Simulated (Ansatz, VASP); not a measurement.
One calculation of MnH4, two programs

```
CELL_PARAMETERS angstrom
-2.00395 2.00395 2.00395
2.00395 -2.00395 2.00395
2.00395 2.00395 -2.00395
ATOMIC_POSITIONS crystal
Mn 0.00000 0.00000 0.00000
H 0.00000 0.00000 0.50000
H 0.50000 0.00000 0.00000
H 0.50000 0.50000 0.50000
H 0.00000 0.50000 0.00000
```

Change from the starting cell: species swapped into the NiHg4 type (Im-3m, No. 229).

Alike in both runs: functional PBE; k mesh 6 × 6 × 6; occupations gaussian, width 0.1 eV; collinear spin.

Ansatz relaxed the structure, and its values are those at the end. VASP's run is a single point on that final structure, the one shown.

|  | VASP | Ansatz |
| --- | --- | --- |
| version | VASP 6.6.1 | Ansatz 0.2.0 |
| potentials or method | VASP PAW PBE potentials, release 64 (Mn_pv, H), cutoff 520 eV | scalar-relativistic, plane waves, PAW |
| valence electrons in the cell | 17 | 19 |

VASP gave:

```
gap on the k mesh at the Fermi level (eV)                     : none
pressure (GPa)                                                : -0.4
net moment per atom (μB)                                      : 0.58
size of the moment on the site where the two differ most (μB) : 3.01
```

Q: What did Ansatz give for the same quantities?

A: gap on the k mesh at the Fermi level (eV): none; pressure (GPa): -0.1; net moment per atom (μB): 0.58; size of the moment on the site where the two differ most (μB): 2.41.

Site moments also hang on the region over which each program counts them. A gap of «none» marks a metal or a gap that the smearing closes. VASP's potentials hold 17 valence electrons a cell and Ansatz's 19, so a difference there can come from the potentials and not from the codes.

The k mesh is coarse, so the values compare programs but aren't converged.
